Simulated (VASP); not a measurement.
Input of a VASP 6.6.1 run:

The input INCAR:

```
ALGO = Normal
EDIFF = 1E-6
EDIFFG = -0.01
ENCUT = 600
GGA = PS
IBRION = 2
ISIF = 3
ISMEAR = -1
LASPH = True
LCHARG = False
LREAL = False
LWAVE = False
NELM = 100
NSW = 60
PREC = Accurate
PSTRESS = 20.0
SIGMA = 0.05
```

KPOINTS

```
k-points
0
Gamma
  8 8 5
```

File POSCAR:

```
La
1.0
    3.7500000000      0.0000000000      0.0000000000
   -1.8750000000      3.2475952642      0.0000000000
    0.0000000000      0.0000000000      6.0700000000
La
2
Direct
    0.6666666667      0.3333333333      0.7500000000
    0.3333333333      0.6666666667      0.2500000000
```

Potentials or basis: VASP PAW PBE potentials, release 64 (La).

Run with:

```bash
$ cat potpaw_PBE.64/La/POTCAR > POTCAR
$ mpirun -np 1 vasp_std > vasp.out
```

(1) What does it give for the relaxed volume?

(2) What does it give for the band gap on the k mesh?

## Answers

(1) 32.17 Å³/atom.

(2) zero (bands 11 and 12 overlap by 1.49 eV).

Caveat: the cell is relaxed towards a set pressure, so the run minimises the enthalpy, not the energy; the PAW data sets were made with another functional, which shifts forces and pressure a little; spin-orbit coupling is left out, which moves the levels of the heavy elements.
